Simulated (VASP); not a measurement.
# Hf (Fd-3m) in VASP: notebook

Runs on Hf. Level: BLYP. Tasks: single point.

All numbers are computed with VASP 6.6.1; they aren't measurements. Logs are shortened: lines on timing, memory, paths and dates and some standing lists are left out, and cuts for length are marked.

### Step 1. The cell of the first run

It takes space group Fd-3m (No. 227, cubic). Conventional cell: a = 6.410 Å, b = 6.410 Å, c = 6.410 Å, α = 90.00°, β = 90.00°, γ = 90.00°. Hf (site symmetry -43m) has 4 Hf at 2.78 Å within 3.7 Å.

### Step 2. Single point, BLYP (volume scaled by 0.88)

INCAR reads:

```
SYSTEM = Hf
AGGAC = 1.0 ; AGGAX = 1.0
ALDAC = 0.0 ; ALDAX = 1.0
ALGO = Normal ; EDIFF = 1E-6
ENCUT = 520 ; GGA = B5
ISIF = 2 ; ISMEAR = -1
LASPH = .True. ; LCHARG = .False.
LREAL = .False. ; LWAVE = .False.
NBANDS = 17 ; NELM = 80
PREC = Accurate ; SIGMA = 0.1
```

KPOINTS reads:

```
k-points
0
Gamma
  9 9 9
  0 0 0
```

POSCAR reads:

```
Hf
1.0
    0.0000000000      3.2051258943      3.2051258943
    3.2051258943      0.0000000000      3.2051258943
    3.2051258943      3.2051258943      0.0000000000
Hf
2
Direct
    0.1250000000      0.1250000000      0.1250000000
    0.8750000000      0.8750000000      0.8750000000
```

Potentials or basis: VASP PAW PBE potentials, release 64 (Hf_pv).

Command:

```console
$ cat potpaw_PBE.64/Hf_pv/POTCAR > POTCAR
$ mpirun -np 1 vasp_std > vasp.out
```

OUTCAR:

```text
SYSTEM = Hf
   EDIFF = 1E-6
   ENCUT = 520
   GGA = B5
   ISIF = 2
   ISMEAR = -1
   LASPH = .True.
   LREAL = .False.
   NELM = 80
   PREC = Accurate

 ion  position               nearest neighbor table
   1  0.125  0.125  0.125-   2 2.78   2 2.78   2 2.78   2 2.78
   2  0.875  0.875  0.875-   1 2.78   1 2.78   1 2.78   1 2.78

  LATTYP: Found a face centered cubic cell.
 ALAT       =     6.4102517886

  Lattice vectors:

 A1 = (   0.0000000000,   3.2051258943,   3.2051258943)
 A2 = (   3.2051258943,   0.0000000000,   3.2051258943)
 A3 = (   3.2051258943,   3.2051258943,   0.0000000000)

Analysis of symmetry for initial positions (statically):
=====================================================================
 Subroutine PRICEL returns:
 Original cell was already a primitive cell.

 Routine SETGRP: Setting up the symmetry group for a
 face centered cubic supercell.

 Subroutine GETGRP returns: Found 48 space group operations
 (whereof 12 operations were pure point group operations)
 out of a pool of 48 trial point group operations.

The static configuration has the point symmetry D_3d.
 The point group associated with its full space group is O_h .

Analysis of symmetry for dynamics (positions and initial velocities):
=====================================================================
 Subroutine PRICEL returns:
 Original cell was already a primitive cell.

 Routine SETGRP: Setting up the symmetry group for a
 face centered cubic supercell.

 Subroutine GETGRP returns: Found 48 space group operations
 (whereof 12 operations were pure point group operations)
 out of a pool of 48 trial point group operations.

The dynamic configuration has the point symmetry D_3d.
 The point group associated with its full space group is O_h .

 Subroutine INISYM returns: Found 48 space group operations
 (whereof 12 operations are pure point group operations),
 and found     1 'primitive' translations

----------------------------------------------------------------------------------------

                                     Primitive cell

  volume of cell :      65.8514

  direct lattice vectors                    reciprocal lattice vectors
     0.000000000  3.205125894  3.205125894    -0.156000112  0.156000112  0.156000112
     3.205125894  0.000000000  3.205125894     0.156000112 -0.156000112  0.156000112
     3.205125894  3.205125894  0.000000000     0.156000112  0.156000112 -0.156000112

  length of vectors
     4.532732509  4.532732509  4.532732509     0.270200121  0.270200121  0.270200121

  position of ions in fractional coordinates (direct lattice)
     0.125000000  0.125000000  0.125000000
     0.875000000  0.875000000  0.875000000

  ion indices of the primitive-cell ions
   primitive index   ion index
                 1           1
                 2           2

----------------------------------------------------------------------------------------

 KPOINTS: k-points

Automatic generation of k-mesh.
 Grid dimensions read from file:
 generate k-points for:    9    9    9

 Generating k-lattice:

  Cartesian coordinates                     Fractional coordinates (reciprocal lattice)
    -0.017333346  0.017333346  0.017333346     0.111111111  0.000000000  0.000000000
     0.017333346 -0.017333346  0.017333346     0.000000000  0.111111111  0.000000000
     0.017333346  0.017333346 -0.017333346     0.000000000  0.000000000  0.111111111

  Length of vectors
     0.030022236  0.030022236  0.030022236

  Shift w.r.t. Gamma in fractional coordinates (k-lattice)
     0.000000000  0.000000000  0.000000000

 Subroutine IBZKPT returns following result:
 ===========================================

 Found     35 irreducible k-points:

 Following reciprocal coordinates:
            Coordinates               Weight
  0.000000  0.000000  0.000000      1.000000
  0.111111  0.000000  0.000000      8.000000
  0.222222  0.000000  0.000000      8.000000
  0.333333  0.000000  0.000000      8.000000
  0.444444  0.000000  0.000000      8.000000
  0.111111  0.111111  0.000000      6.000000
[... 16 lines left out ...]
 -0.333333  0.333333  0.000000     12.000000
  0.444444  0.444444  0.000000      6.000000
 [... further k-points ...]
   k-points           NKPTS =     35   k-points in BZ     NKDIM =     35   number of bands    NBANDS=     17
   number of dos      NEDOS =    301   number of ions     NIONS =      2
   total plane-waves  NPLWV =  46656
   dimension x,y,z NGX =    36 NGY =   36 NGZ =   36
   dimension x,y,z NGXF=    72 NGYF=   72 NGZF=   72
   ions per type =               2
   NGX,Y,Z   is equivalent  to a cutoff of  13.20, 13.20, 13.20 a.u.
   NGXF,Y,Z  is equivalent  to a cutoff of  26.41, 26.41, 26.41 a.u.
 SYSTEM =  Hf
   PREC   = accura    normal or accurate (medium, high low for compatibility)
   ISTART =      0    job   : 0-new  1-cont  2-samecut
   ICHARG =      2    charge: 1-file 2-atom 10-const
   ISPIN  =      1    spin polarized calculation?
   LNONCOLLINEAR =      F non collinear calculations
   LSORBIT =      F    spin-orbit coupling
   LASPH  =      T    aspherical Exc in radial PAW
   ENCUT  =  520.0 eV  38.22 Ry    6.18 a.u.   8.43  8.43  8.43*2*pi/ulx,y,z
   NELM   =     80;   NELMIN=  2; NELMDL= -5     # of ELM steps
   EDIFF  = 0.1E-05   stopping-criterion for ELM
   LREAL  =      F    real-space projection
   EDIFFG = 0.1E-04   stopping-criterion for IOM
   NSW    =      0    number of steps for IOM
   IBRION =     -1    ionic relax: 0-MD 1-quasi-New 2-CG
   NFREE  =      0    steps in history (QN), initial steepest desc. (CG)
   ISIF   =      2    stress and relaxation
   ISYM   =      2    0-nonsym 1-usesym 2-fastsym
   POTIM  = 0.5000    time-step for ionic-motion
   TEBEG  =    0.0;   TEEND  =   0.0 temperature during run
   PSTRESS=    0.0 pullay stress
   NELECT =      20.0000    total number of electrons
   NUPDOWN=      -1.0000    fix difference up-down
   EMIN   =  10.00;   EMAX   =-10.00  energy-range for DOS
   EFERMI =   0.00;   METHOD = LEGACY
   ISMEAR =    -1;   SIGMA  =   0.10  broadening in eV -4-tet -1-fermi 0-gaus
   EFERMI_NEDOS =   21; number of points for ismear=-14 and -15
   IALGO  =     38    algorithm
   IMIX   =      4    mixing-type and parameters
     AMIX     =   0.40;   BMIX     =  1.00
     AMIX_MAG =   1.60;   BMIX_MAG =  1.00
  volume/ion in A,a.u.               =      32.93       222.19
  Fermi-wavevector in a.u.,A,eV,Ry     =   1.100432  2.079514 16.475972  1.210950
  Thomas-Fermi vector in A             =   2.236843
   LORBIT       =      0    0 simple, 1 ext, 2 COOP (PROOUT), +10 PAW based schemes
   GGA     = B5    functional components
   LHFCALC =     F    Hartree Fock is set to
   AEXX    =    0.0000 exact exchange contribution
   IVDW    =     0    specifies the selected vdW correction
   LEPSILON=     F    determine dielectric tensor
   LRPA    =     F    only Hartree local field effects (RPA)
 non-spin polarized calculation
  energy-cutoff  :      520.00
  volume of cell :       65.85
 maximum number of plane-waves:      1807
 NGX is ok and might be reduce to    36
   NGX = 17   NGY = 17   NGZ = 17

 number of electron      19.9999999 magnetization

 Free energy of the ion-electron system (eV)
  ---------------------------------------------------
  ext. energy  EPLUGINS =         0.00000000
  ---------------------------------------------------
  free energy    TOTEN  =       -12.81298317 eV

  energy without entropy =      -12.65133260  energy(sigma->0) =      -12.73215789

 E-fermi :   2.3656     XC(G=0):  -8.6708

 val. band max:        2.3624944612   @ k =   0.3333   0.2222   0.1111
 cond. band min:       2.4063547909   @ k =   0.4444   0.3333   0.0000
 fundamental gap:      0.0438603297
 Fermi energy:         2.3655737663

 k-point     1 :       0.0000    0.0000    0.0000
  band No.  band energies     occupation
      1     -28.4172      2.00000
      2     -28.4172      2.00000
      3     -28.4172      2.00000
      4     -27.7190      2.00000
      5     -27.7190      2.00000
      6     -27.7190      2.00000
[... 9 lines left out ...]
     16       8.2567      0.00000
     17       8.2567      0.00000

 k-point     2 :       0.1111    0.0000    0.0000
  band No.  band energies     occupation
      1     -28.4271      2.00000
      2     -28.4271      2.00000
      3     -28.4160      2.00000
      4     -27.7219      2.00000
      5     -27.7086      2.00000
      6     -27.7086      2.00000
[... 9 lines left out ...]
     16       8.2076      0.00000
     17       8.2076      0.00000

 k-point     3 :       0.2222    0.0000    0.0000
  band No.  band energies     occupation
      1     -28.4508      2.00000
      2     -28.4508      2.00000
      3     -28.4131      2.00000
      4     -27.7292      2.00000
      5     -27.6834      2.00000
      6     -27.6834      2.00000
[... 9 lines left out ...]
     16       8.0363      0.00000
     17       8.0363      0.00000

 k-point     4 :       0.3333    0.0000    0.0000
  band No.  band energies     occupation
      1     -28.4759      2.00000
      2     -28.4759      2.00000
      3     -28.4103      2.00000
      4     -27.7367      2.00000
      5     -27.6566      2.00000
      6     -27.6566      2.00000
[... 9 lines left out ...]
     16       7.6932      0.00000
     17       7.6932      0.00000
[... 343 lines left out ...]
      1     -28.5800      2.00000
      2     -28.5494      2.00000
      3     -28.1733      2.00000
      4     -27.9819      2.00000
      5     -27.5784      2.00000
      6     -27.5514      2.00000
[... 9 lines left out ...]
     16       7.1117      0.00000
     17       7.1531      0.00000

 k-point    23 :      -0.3333    0.3333    0.0000
  band No.  band energies     occupation
      1     -28.5846      2.00000
      2     -28.5321      2.00000
      3     -28.2129      2.00000
      4     -27.9390      2.00000
      5     -27.5968      2.00000
      6     -27.5489      2.00000
[... 9 lines left out ...]
     16       6.2811      0.00000
     17       7.7570      0.00000

 k-point    24 :       0.4444    0.4444    0.0000
  band No.  band energies     occupation
      1     -28.5666      2.00000
      2     -28.5666      2.00000
      3     -28.1406      2.00000
      4     -28.0204      2.00000
      5     -27.5602      2.00000
      6     -27.5602      2.00000
[... 9 lines left out ...]
     16       5.9982      0.00000
     17       7.8208      0.00000

 [... further k-points ...]
[... 5 lines left out ...]
  --------------------------------------------------------------------------------------
  -------------------------------------------------------------------------------------
  Total        1.5620718      1.5620718      1.5620718      0.0000000     -0.0000000      0.0000000
  in kB       38.0054863     38.0054863     38.0054863      0.0000000     -0.0000000      0.0000000
  external PRESSURE =      38.0054863 kB  Pullay stress =       0.0000000 kB

 VOLUME and BASIS-vectors are now :
 -----------------------------------------------------------------------------
  energy-cutoff  :      520.00
  volume of cell :       65.85
      direct lattice vectors                 reciprocal lattice vectors
     0.000000000  3.205125894  3.205125894    -0.156000112  0.156000112  0.156000112
     3.205125894  0.000000000  3.205125894     0.156000112 -0.156000112  0.156000112
     3.205125894  3.205125894  0.000000000     0.156000112  0.156000112 -0.156000112

 POSITION                                       TOTAL-FORCE (eV/Angst)
 -----------------------------------------------------------------------------------
      0.80128      0.80128      0.80128        -0.000000     -0.000000     -0.000000
      5.60897      5.60897      5.60897         0.000000      0.000000      0.000000
 -----------------------------------------------------------------------------------
    total drift:                                0.000000      0.000000      0.000000

  FREE ENERGIE OF THE ION-ELECTRON SYSTEM (eV)
  ---------------------------------------------------
  free  energy   TOTEN  =       -12.8129831749 eV

  energy  without entropy=      -12.6513326046  energy(sigma->0) =      -12.73215789
```

It took 45 s on 1 thread of Intel Xeon Platinum 8259CL at 2.50GHz (Skylake/Cascade Lake), shared host; peak memory 0.21 GiB.

Results:

```
Free energy            : -12.8130 eV
Pressure               : 3.8 GPa
Band gap on the k mesh : zero (band 10 reaches 2.69 eV, above the bottom of band 11 at 2.01 eV)
```

Caveat: the PAW data sets were made with another functional, which shifts forces and pressure a little; spin-orbit coupling is left out, which moves the levels of the heavy elements.

(Part 1 of 2 ends here.)
